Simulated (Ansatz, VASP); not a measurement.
One calculation of Se, two programs

INCAR

```
SYSTEM = Se
ALGO = Normal ; EDIFF = 1E-7
ENCUT = 520 ; GGA = PS
ISIF = 2 ; ISMEAR = -1
LASPH = .True. ; LCHARG = .True.
LELF = .True. ; LREAL = .False.
LVHAR = .True. ; LWAVE = .False.
NBANDS = 9 ; NELM = 80
PREC = Accurate ; SIGMA = 0.1
```

KPOINTS

```
k-points
0
Gamma
  15 15 15
  0 0 0
```

POSCAR

```
Se
1.0
   -1.7530348594      1.7530348594      1.7530348594
    1.7530348594     -1.7530348594      1.7530348594
    1.7530348594      1.7530348594     -1.7530348594
Se
1
Direct
    0.0000000000      0.0000000000      0.0000000000
```

Input for Ansatz:

```yaml
crystal:
  lattice:
    - [-1.7530348594, 1.7530348594, 1.7530348594]
    - [1.7530348594, -1.7530348594, 1.7530348594]
    - [1.7530348594, 1.7530348594, -1.7530348594]
  atoms:
    - { symbol: Se, position: [0.0, 0.0, 0.0] }
hamiltonian:
  xc: pbesol
  pseudopotentials:
    kind: paw
    azcp:
      Se: "pseudopotentials/Se.paw.azcp"
basis:
  ecutwfc: 420
  fft_grid_basis: typed
kpoints:
  mp_grid: { grid: [15, 15, 15], shift: [0, 0, 0] }
magnetization:
  spin_polarized: false
scf:
  occupations: { method: fermi_dirac, width: 0.1 }
  lower_state_search: "off"
output:
  stress: true
```

Alike in both runs: task single point; functional PBEsol; k mesh 15 × 15 × 15; occupations fermi-dirac, width 0.1 eV; no spin polarisation.

```csv
,VASP,Ansatz
version,VASP 6.6.1,Ansatz 0.2.0
potentials or method,"VASP PAW PBE potentials, release 64 (Se), cutoff 520 eV","plane waves (420 eV) with PAW, scalar-relativistic"
valence electrons in the cell,6,16
```

```csv
,VASP,Ansatz,Ansatz less VASP
pressure (GPa),-7.1,-7.2,-0.05
```

VASP's potentials were made for PBE, not for PBEsol, and Ansatz warns of the same on its side. The functional is the same, so the differences come from potentials, cutoffs and numerics. VASP's potentials hold 6 valence electrons a cell and Ansatz's 16, so a difference there can come from the potentials and not from the codes.
